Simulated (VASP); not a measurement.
Set up this calculation in VASP 6.6.1, as the native input.

| Item | Value |
| --- | --- |
| Task | electric field gradients |
| Functional | PBE |
| Potentials or basis | VASP PAW PBE potentials, release 64 (Sb) |
| Cutoff | 520 eV |
| k mesh | 19 × 19 × 19 |
| Occupations | fermi-dirac, width 0.05 eV |
| Spin | no spin polarisation |
| Dipole correction | no |
| Further INCAR settings | ALGO = Normal; EDIFF = 1e-08; NBANDS = 8 |

The structure of Sb lies in POSCAR:

```
Sb
1.0
   -1.5050000000      1.5050000000      2.4552000000
    1.5050000000     -1.5050000000      2.4552000000
    1.5050000000      1.5050000000     -2.4552000000
Sb
1
Direct
    0.0000000000      0.0000000000      0.0000000000
```

This cell differs from its parent crystal: zz strain of -1 %.

One way to write it, as run:

INCAR

```
  PREC = Accurate
  ENCUT = 520
  EDIFF = 1E-8
  ISMEAR = -1
  SIGMA = 0.05
  LREAL = F
  LASPH = T
  NELM = 60
  ALGO = Normal
  ISIF = 2
  LWAVE = F
  LCHARG = F
  GGA = PE
  LEFG = T
  NBANDS = 8
```

KPOINTS

```
regular mesh
0
Gamma
  19 19 19
```

Potentials or basis: VASP PAW PBE potentials, release 64 (Sb).

Run with:

```sh
$ cat potpaw_PBE.64/Sb/POTCAR > POTCAR
$ mpirun -np 1 vasp_std > vasp.out
```

Results of the run:

| Property | Result |
| --- | --- |
| Pressure | 20.5 GPa |
| Band gap on the k mesh | zero (an odd number of electrons rules out a gap without spin polarisation) |
| Largest electric field gradient by atom | Sb +35.0 V/Å² |

Caveat: the cell differs from its parent crystal (zz strain of -1 %); the cell stands under pressure; without QUAD_EFG the Cq values of the log hold for a quadrupole moment of 1 mb, not for the nuclei; spin-orbit coupling is left out, which moves the levels of the heavy elements.

Run time: 67 s on 1 thread of Intel(R) Xeon(R) Platinum 8259CL CPU @ 2.50GHz (Skylake/Cascade Lake), with other jobs on the host, peak memory 0.22 GiB.
